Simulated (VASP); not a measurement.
Write the native input for VASP 6.6.1 that does the following.

| Property | Result |
| --- | --- |
| Task | single point |
| Functional | PBEsol |
| Potentials or basis | VASP PAW PBE potentials, release 64 (W_sv) |
| Cutoff | 520 eV |
| k mesh | 20 × 20 × 20 |
| Occupations | gaussian, width 0.15 eV |
| Spin | no spin polarisation |
| Dipole correction | no |
| Further INCAR settings | ALGO = Normal; EDIFF = 1e-07; NBANDS = 13 |

The structure of W lies in POSCAR:

```
W
1.0
   -1.5174350000      1.5174350000      1.5174350000
    1.5174350000     -1.5174350000      1.5174350000
    1.5174350000      1.5174350000     -1.5174350000
W
1
Direct
    0.0000000000      0.0000000000      0.0000000000
```

This cell differs from its parent crystal: strain -0.050 along x and y, -0.050 along z.

The input as run:

INCAR

```
PREC     = Accurate       # precision mode
ENCUT    = 520            # plane-wave cutoff, eV
EDIFF    = 1E-7           # SCF threshold, eV
ISMEAR   = 0              # smearing method
SIGMA    = 0.15           # smearing width, eV
LREAL    = F              # projectors in reciprocal space
LASPH    = T              # aspherical terms in the spheres
NELM     = 80             # most SCF steps
ALGO     = Normal         # electronic algorithm
ISIF     = 2              # what is computed and relaxed
LWAVE    = F              # write WAVECAR
LCHARG   = F              # write CHGCAR
GGA      = PS             # functional
NBANDS   = 13             # bands
```

KPOINTS

```
Automatic mesh
0
Gamma
  20 20 20
```

Potentials or basis: VASP PAW PBE potentials, release 64 (W_sv).

Run with:

```bash
$ cat potpaw_PBE.64/W_sv/POTCAR > POTCAR
$ mpirun -np 1 vasp_std > vasp.out
```

Results of the run:

```yaml
Pressure: 48.9 GPa
Band_gap_on_the_k_mesh: zero (band 7 reaches 19.34 eV, above the bottom of band 8 at 11.71 eV)
```

Caveat: the cell differs from its parent crystal (strain -0.050 along x and y, -0.050 along z); the PAW data sets were made with another functional, which shifts forces and pressure a little; spin-orbit coupling is left out, which moves the levels of the heavy elements.

Run time: 63 s on 1 thread of AMD EPYC 7R13 (shared host), peak memory 0.13 GiB.
